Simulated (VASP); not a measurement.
# Sc3SiF (P6_3/mmc) in VASP: notebook

Runs on Sc3SiF. Level: PBE. Tasks: single point.

Everything below comes from runs of VASP 6.6.1. Logs are shortened: lines on timing, memory, paths and dates and some standing lists are left out, and cuts for length are marked.

**1. The cell of the first run**

It takes space group P6_3/mmc (No. 194, hexagonal). Conventional cell: a = 5.933 Å, b = 5.933 Å, c = 5.091 Å, α = 90.00°, β = 90.00°, γ = 120.00°. Sc (site symmetry mm2) has 2 F at 2.09 Å within 2.8 Å. Within 3.9 Å of Si (site symmetry -6m2) lie 12 Sc at 2.97 to 3.10 Å and 6 F at 3.65 Å. Within 2.8 Å of F (site symmetry -3m) lie 6 Sc at 2.09 Å and 2 F at 2.55 Å.

**2. Single point, PBE**

Contents of INCAR:

```
PREC = Accurate ; ENCUT = 520
EDIFF = 1E-6 ; ISMEAR = 0
SIGMA = 0.1 ; LREAL = F
LASPH = T ; NELM = 100
ALGO = Normal ; ISIF = 2
LWAVE = F ; LCHARG = T
GGA = PE ; LELF = T
LVHAR = T ; NBANDS = 55
```

Contents of KPOINTS:

```
regular mesh
0
Gamma
  3 3 4
```

Contents of POSCAR:

```
Sc3SiF
1.0
    5.9328845300      0.0000000000      0.0000000000
   -2.9664422700      5.1380287200      0.0000000000
    0.0000000000      0.0000000000      5.0910484100
Sc Si F
6 2 2
Direct
    0.8381692300      0.6763384600      0.2500000000
    0.8381692300      0.1618307700      0.2500000000
    0.6763384600      0.8381692300      0.7500000000
    0.1618307700      0.3236615400      0.7500000000
    0.3236615400      0.1618307700      0.2500000000
    0.1618307700      0.8381692300      0.7500000000
    0.3333333300      0.6666666700      0.2500000000
    0.6666666700      0.3333333300      0.7500000000
    0.0000000000      0.0000000000      0.5000000000
    0.0000000000      0.0000000000      0.0000000000
```

Potentials or basis: VASP PAW PBE potentials, release 64 (Sc_sv, Si, F).

Run with:

```
$ cat potpaw_PBE.64/Sc_sv/POTCAR potpaw_PBE.64/Si/POTCAR potpaw_PBE.64/F/POTCAR > POTCAR
$ mpirun -np 1 vasp_std > vasp.out
```

OUTCAR:

```text
PREC = Accurate
   ENCUT = 520
   EDIFF = 1E-6
   ISMEAR = 0
   LREAL = F
   LASPH = T
   NELM = 100
   ISIF = 2
   GGA = PE

 ion  position               nearest neighbor table
   1  0.838  0.676  0.250-   9 2.09  10 2.09   5 2.88   2 2.88   7 2.97   7 2.97   6 3.04   6 3.04
                             3 3.04   3 3.04   5 3.05   2 3.05   8 3.10   8 3.10
   2  0.838  0.162  0.250-   9 2.09  10 2.09   5 2.88   1 2.88   7 2.97   7 2.97   4 3.04   4 3.04
                             3 3.04   3 3.04   5 3.05   1 3.05   8 3.10   8 3.10
   3  0.676  0.838  0.750-   9 2.09  10 2.09   4 2.88   6 2.88   8 2.97   8 2.97   2 3.04   2 3.04
                             1 3.04   1 3.04   4 3.05   6 3.05   7 3.10   7 3.10
   4  0.162  0.324  0.750-   9 2.09  10 2.09   3 2.88   6 2.88   8 2.97   8 2.97   2 3.04   2 3.04
                             5 3.04   5 3.04   3 3.05   6 3.05   7 3.10   7 3.10
   5  0.324  0.162  0.250-   9 2.09  10 2.09   1 2.88   2 2.88   7 2.97   7 2.97   6 3.04   6 3.04
                             4 3.04   4 3.04   1 3.05   2 3.05   8 3.10   8 3.10
   6  0.162  0.838  0.750-   9 2.09  10 2.09   3 2.88   4 2.88   8 2.97   8 2.97   1 3.04   1 3.04
                             5 3.04   5 3.04   3 3.05   4 3.05   7 3.10   7 3.10
   7  0.333  0.667  0.250-   1 2.97   5 2.97   2 2.97   2 2.97   1 2.97   5 2.97   6 3.10   6 3.10
                             3 3.10   3 3.10   4 3.10   4 3.10
   8  0.667  0.333  0.750-   4 2.97   3 2.97   6 2.97   6 2.97   4 2.97   3 2.97   2 3.10   2 3.10
                             5 3.10   5 3.10   1 3.10   1 3.10
   9  0.000  0.000  0.500-   3 2.09   5 2.09   4 2.09   1 2.09   2 2.09   6 2.09
  10  0.000  0.000  0.000-   3 2.09   5 2.09   4 2.09   1 2.09   2 2.09   6 2.09

  LATTYP: Found a hexagonal cell.
 ALAT       =     5.9328845300
 C/A-ratio  =     0.8581067749

  Lattice vectors:

 A1 = (   5.9328845300,   0.0000000000,   0.0000000000)
 A2 = (  -2.9664422700,   5.1380287200,   0.0000000000)
 A3 = (   0.0000000000,   0.0000000000,   5.0910484100)

Analysis of symmetry for initial positions (statically):
=====================================================================
 Subroutine PRICEL returns:
 Original cell was already a primitive cell.

 Routine SETGRP: Setting up the symmetry group for a
 hexagonal supercell.

 Subroutine GETGRP returns: Found 24 space group operations
 (whereof 12 operations were pure point group operations)
 out of a pool of 24 trial point group operations.

The static configuration has the point symmetry D_3d.
 The point group associated with its full space group is D_6h.

Analysis of symmetry for dynamics (positions and initial velocities):
=====================================================================
 Subroutine PRICEL returns:
 Original cell was already a primitive cell.

 Routine SETGRP: Setting up the symmetry group for a
 hexagonal supercell.

 Subroutine GETGRP returns: Found 24 space group operations
 (whereof 12 operations were pure point group operations)
 out of a pool of 24 trial point group operations.

The dynamic configuration has the point symmetry D_3d.
 The point group associated with its full space group is D_6h.

 Subroutine INISYM returns: Found 24 space group operations
 (whereof 12 operations are pure point group operations),
 and found     1 'primitive' translations

----------------------------------------------------------------------------------------

                                     Primitive cell

  volume of cell :     155.1921

  direct lattice vectors                    reciprocal lattice vectors
     5.932884530  0.000000000  0.000000000     0.168552075  0.097313586  0.000000000
    -2.966442270  5.138028720  0.000000000     0.000000000  0.194627172  0.000000000
     0.000000000  0.000000000  5.091048410     0.000000000  0.000000000  0.196423196

  length of vectors
     5.932884530  5.932884532  5.091048410     0.194627172  0.194627172  0.196423196

  position of ions in fractional coordinates (direct lattice)
     0.838169230  0.676338460  0.250000000
     0.838169230  0.161830770  0.250000000
     0.676338460  0.838169230  0.750000000
     0.161830770  0.323661540  0.750000000
     0.323661540  0.161830770  0.250000000
     0.161830770  0.838169230  0.750000000
     0.333333330  0.666666670  0.250000000
     0.666666670  0.333333330  0.750000000
     0.000000000  0.000000000  0.500000000
     0.000000000  0.000000000  0.000000000

  ion indices of the primitive-cell ions
   primitive index   ion index
                 1           1
                 2           2
                 3           3
                 4           4
                 5           5
                 6           6
                 7           7
                 8           8
                 9           9
                10          10

----------------------------------------------------------------------------------------

 KPOINTS: regular mesh

Automatic generation of k-mesh.
 Grid dimensions read from file:
 generate k-points for:    3    3    4

 Generating k-lattice:

  Cartesian coordinates                     Fractional coordinates (reciprocal lattice)
     0.056184025  0.032437862  0.000000000     0.333333333 -0.000000000  0.000000000
     0.000000000  0.064875724  0.000000000     0.000000000  0.333333333  0.000000000
     0.000000000  0.000000000  0.049105799     0.000000000  0.000000000  0.250000000

  Length of vectors
     0.064875724  0.064875724  0.049105799

  Shift w.r.t. Gamma in fractional coordinates (k-lattice)
     0.000000000  0.000000000  0.000000000

 Subroutine IBZKPT returns following result:
 ===========================================

 Found      9 irreducible k-points:

 Following reciprocal coordinates:
            Coordinates               Weight
  0.000000  0.000000  0.000000      1.000000
  0.333333 -0.000000  0.000000      6.000000
  0.333333  0.333333  0.000000      2.000000
  0.000000  0.000000  0.250000      2.000000
  0.333333 -0.000000  0.250000     12.000000
  0.333333  0.333333  0.250000      4.000000
  0.000000  0.000000  0.500000      1.000000
  0.333333 -0.000000  0.500000      6.000000
  0.333333  0.333333  0.500000      2.000000
   k-points           NKPTS =      9   k-points in BZ     NKDIM =      9   number of bands    NBANDS=     55
   number of dos      NEDOS =    301   number of ions     NIONS =     10
   total plane-waves  NPLWV =  92160
   dimension x,y,z NGX =    48 NGY =   48 NGZ =   40
   dimension x,y,z NGXF=    96 NGYF=   96 NGZF=   80
   ions per type =               6   2   2
   NGX,Y,Z   is equivalent  to a cutoff of  13.45, 13.45, 13.06 a.u.
   NGXF,Y,Z  is equivalent  to a cutoff of  26.90, 26.90, 26.12 a.u.
 SYSTEM =  unknown system
   PREC   = accura    normal or accurate (medium, high low for compatibility)
   ISTART =      0    job   : 0-new  1-cont  2-samecut
   ICHARG =      2    charge: 1-file 2-atom 10-const
   ISPIN  =      1    spin polarized calculation?
   LNONCOLLINEAR =      F non collinear calculations
   LSORBIT =      F    spin-orbit coupling
   LASPH  =      T    aspherical Exc in radial PAW
   ENCUT  =  520.0 eV  38.22 Ry    6.18 a.u.  11.03 11.03  9.47*2*pi/ulx,y,z
   NELM   =    100;   NELMIN=  2; NELMDL= -5     # of ELM steps
   EDIFF  = 0.1E-05   stopping-criterion for ELM
   LREAL  =      F    real-space projection
   EDIFFG = 0.1E-04   stopping-criterion for IOM
   NSW    =      0    number of steps for IOM
   IBRION =     -1    ionic relax: 0-MD 1-quasi-New 2-CG
   NFREE  =      0    steps in history (QN), initial steepest desc. (CG)
   ISIF   =      2    stress and relaxation
   ISYM   =      2    0-nonsym 1-usesym 2-fastsym
   POTIM  = 0.5000    time-step for ionic-motion
   TEBEG  =    0.0;   TEEND  =   0.0 temperature during run
   PSTRESS=    0.0 pullay stress
   NELECT =      88.0000    total number of electrons
   NUPDOWN=      -1.0000    fix difference up-down
   EMIN   =  10.00;   EMAX   =-10.00  energy-range for DOS
   EFERMI =   0.00;   METHOD = LEGACY
   ISMEAR =     0;   SIGMA  =   0.10  broadening in eV -4-tet -1-fermi 0-gaus
   EFERMI_NEDOS =   21; number of points for ismear=-14 and -15
   IALGO  =     38    algorithm
   IMIX   =      4    mixing-type and parameters
     AMIX     =   0.40;   BMIX     =  1.00
     AMIX_MAG =   1.60;   BMIX_MAG =  1.00
  volume/ion in A,a.u.               =      15.52       104.73
  Fermi-wavevector in a.u.,A,eV,Ry     =   1.355020  2.560617 24.981389  1.836080
  Thomas-Fermi vector in A             =   2.482143
   LORBIT       =      0    0 simple, 1 ext, 2 COOP (PROOUT), +10 PAW based schemes
   GGA     = PE    functional components
   LHFCALC =     F    Hartree Fock is set to
   AEXX    =    0.0000 exact exchange contribution
   IVDW    =     0    specifies the selected vdW correction
   LEPSILON=     F    determine dielectric tensor
   LRPA    =     F    only Hartree local field effects (RPA)
 non-spin polarized calculation
 Gauss-broadening in eV      SIGMA  =   0.10
  energy-cutoff  :      520.00
  volume of cell :      155.19
 maximum number of plane-waves:      4197
 NGX is ok and might be reduce to    48
   NGX = 23   NGY = 23   NGZ = 19

 number of electron      88.0000024 magnetization

 Free energy of the ion-electron system (eV)
  ---------------------------------------------------
  ext. energy  EPLUGINS =         0.00000000
  ---------------------------------------------------
  free energy    TOTEN  =       -60.58275479 eV

  energy without entropy =      -60.53830078  energy(sigma->0) =      -60.56052779

 E-fermi :   7.0207     XC(G=0): -11.0935

 val. band max:        7.0024580198   @ k =   0.3333  -0.0000   0.2500
 cond. band min:       7.0572407248   @ k =   0.0000   0.0000   0.5000
 fundamental gap:      0.0547827050
 Fermi energy:         7.0206770592

 k-point     1 :       0.0000    0.0000    0.0000
  band No.  band energies     occupation
      1     -42.6912      2.00000
      2     -42.5595      2.00000
      3     -42.5274      2.00000
      4     -42.5274      2.00000
      5     -42.4715      2.00000
      6     -42.4715      2.00000
[... 47 lines left out ...]
     54       9.2103      0.00000
     55       9.3907      0.00000

 k-point     2 :       0.3333   -0.0000    0.0000
  band No.  band energies     occupation
      1     -42.6717      2.00000
      2     -42.5529      2.00000
      3     -42.5372      2.00000
      4     -42.5278      2.00000
      5     -42.4888      2.00000
      6     -42.4712      2.00000
[... 47 lines left out ...]
     54       9.1536      0.00000
     55       9.3452      0.00000

 k-point     3 :       0.3333    0.3333    0.0000
  band No.  band energies     occupation
      1     -42.6594      2.00000
      2     -42.5483      2.00000
      3     -42.5483      2.00000
      4     -42.5286      2.00000
      5     -42.4827      2.00000
      6     -42.4827      2.00000
[... 282 lines left out ...]
 k-point     8 :       0.3333   -0.0000    0.5000
  band No.  band energies     occupation
      1     -42.6074      2.00000
      2     -42.6074      2.00000
      3     -42.5183      2.00000
      4     -42.5183      2.00000
      5     -42.4995      2.00000
      6     -42.4995      2.00000
[... 47 lines left out ...]
     54       9.1268      0.00000
     55       9.4739      0.00000

 k-point     9 :       0.3333    0.3333    0.5000
  band No.  band energies     occupation
      1     -42.5944      2.00000
      2     -42.5944      2.00000
      3     -42.5315      2.00000
      4     -42.5315      2.00000
      5     -42.4996      2.00000
      6     -42.4996      2.00000
[... 47 lines left out ...]
     54       8.9982      0.00000
     55       9.0551      0.00000

------------------------ aborting loop because EDIFF is reached ----------------------------------------

  FORCE on cell =-STRESS in cart. coord.  units (eV):
  Direction    XX          YY          ZZ          XY          YZ          ZX
  --------------------------------------------------------------------------------------
  -------------------------------------------------------------------------------------
  Total       15.4583388     15.4583388      7.1151157     -0.0000000     -0.0000000      0.0000000
  in kB      159.5892946    159.5892946     73.4552603     -0.0000002     -0.0000000      0.0000000
  external PRESSURE =     130.8779498 kB  Pullay stress =       0.0000000 kB

 VOLUME and BASIS-vectors are now :
 -----------------------------------------------------------------------------
  energy-cutoff  :      520.00
  volume of cell :      155.19
      direct lattice vectors                 reciprocal lattice vectors
     5.932884530  0.000000000  0.000000000     0.168552075  0.097313586  0.000000000
    -2.966442270  5.138028720  0.000000000     0.000000000  0.194627172  0.000000000
     0.000000000  0.000000000  5.091048410     0.000000000  0.000000000  0.196423196

 POSITION                                       TOTAL-FORCE (eV/Angst)
 -----------------------------------------------------------------------------------
      2.96644      3.47505      1.27276         0.000000     -4.289227     -0.000000
      4.49270      0.83149      1.27276        -3.714579      2.144613      0.000000
      1.52626      4.30654      3.81829        -3.714579     -2.144613      0.000000
     -0.00000      1.66298      3.81829        -0.000000      4.289227     -0.000000
      1.44018      0.83149      1.27276         3.714579      2.144613      0.000000
     -1.52626      4.30654      3.81829         3.714579     -2.144613     -0.000000
     -0.00000      3.42535      1.27276         0.000000      0.000000      0.000000
      2.96644      1.71268      3.81829        -0.000000     -0.000000      0.000000
      0.00000      0.00000      2.54552        -0.000000      0.000000      0.000000
      0.00000      0.00000      0.00000        -0.000000      0.000000      0.000000
 -----------------------------------------------------------------------------------
    total drift:                               -0.000043      0.000025     -0.000000

  FREE ENERGIE OF THE ION-ELECTRON SYSTEM (eV)
  ---------------------------------------------------
  free  energy   TOTEN  =       -60.5827547938 eV

  energy  without entropy=      -60.5383007779  energy(sigma->0) =      -60.56052779
```

It took 65 s on 1 thread of Intel Xeon 6975P-C (Granite Rapids), shared host; peak memory 0.3 GiB.

Results:

```
Free energy            : -60.5828 eV
Pressure               : 13.1 GPa
Largest force          : 4.289 eV/Å
Band gap on the k mesh : zero (band 44 reaches 7.12 eV, above the bottom of band 45 at 6.04 eV)
```

Forces on the atoms (eV/Å):
```
Sc   0.000 -4.289  0.000
Sc  -3.715  2.145  0.000
Sc  -3.715 -2.145  0.000
Sc   0.000  4.289  0.000
Sc   3.715  2.145  0.000
Sc   3.715 -2.145  0.000
Si   0.000  0.000  0.000
Si   0.000  0.000  0.000
F    0.000  0.000  0.000
F    0.000  0.000  0.000
```

Stress tensor (GPa, compression positive):
```
15.96  0.00  0.00
 0.00 15.96  0.00
 0.00  0.00  7.35
```

Caveat: the k points lie up to 0.41 Å⁻¹ apart; forces of over 1 eV/Å act on the atoms, so gaps and moduli don't describe the material at rest.

**3. Single point, PBE**

This run uses another cell than the first one, of 16.60 Å³/atom, 1.070 times its volume.

Contents of INCAR:

```
PREC = Accurate ; ENCUT = 520
EDIFF = 1E-6 ; ISMEAR = 0
SIGMA = 0.1 ; LREAL = F
LASPH = T ; NELM = 80
ALGO = Normal ; ISIF = 2
LWAVE = F ; LCHARG = F
GGA = PE ; NBANDS = 55
```

Contents of KPOINTS:

```
Automatic mesh
0
Gamma
  3 3 4
```

Contents of POSCAR:

```
Sc3SiF
1.0
    6.2793305441      0.0000000031      0.0000000000
   -3.1396652747      5.4380597684      0.0000000000
    0.0000000000      0.0000000000      4.8618933067
Sc Si F
6 2 2
Direct
    0.8192458318      0.6384916636      0.2500000000
    0.8192458318      0.1807541682      0.2500000000
    0.6384916636      0.8192458318      0.7500000000
    0.1807541682      0.3615083364      0.7500000000
    0.3615083364      0.1807541682      0.2500000000
    0.1807541682      0.8192458318      0.7500000000
    0.3333333333      0.6666666667      0.2500000000
    0.6666666667      0.3333333333      0.7500000000
    0.0000000000      0.0000000000      0.5000000000
    0.0000000000      0.0000000000      0.0000000000
```

Potentials or basis: VASP PAW PBE potentials, release 64 (Sc_sv, Si, F).

Run with:

```
$ cat potpaw_PBE.64/Sc_sv/POTCAR potpaw_PBE.64/Si/POTCAR potpaw_PBE.64/F/POTCAR > POTCAR
$ mpirun -np 1 vasp_std > vasp.out
```

Wall time 54 s (1 thread of Intel Xeon 6975P-C (Granite Rapids), shared host); peak memory 0.3 GiB.

The run converged. Its results:

| Property | Result |
| --- | --- |
| Free energy | -63.7239 eV |
| Pressure | 0.3 GPa |
| Largest force | 0.023 eV/Å |
| Band gap on the k mesh | zero (band 44 reaches 6.86 eV, above the bottom of band 45 at 5.68 eV) |

Forces in eV/Å, atoms in the order of the input:
```
Sc   0.000 -0.023  0.000
Sc  -0.020  0.011  0.000
Sc  -0.020 -0.011  0.000
Sc   0.000  0.023  0.000
Sc   0.020  0.011  0.000
Sc   0.020 -0.011  0.000
Si   0.000  0.000  0.000
Si   0.000  0.000  0.000
F    0.000  0.000  0.000
F    0.000  0.000  0.000
```

Stress tensor (GPa, compression positive):
```
 0.48  0.00  0.00
 0.00  0.48  0.00
 0.00  0.00 -0.01
```

Levels at points of the mesh, in eV from the Fermi level:
```csv
k point,band 42,band 43,band 44,band 45,band 46,band 47
"(0.00, 0.00, 0.00)",-1.08,-0.66,-0.66,-0.59,-0.52,1.08
"(0.00, 0.00, 0.50)",-0.56,-0.56,-0.56,0.37,0.37,0.61
```

Caveat: the k points lie up to 0.39 Å⁻¹ apart.
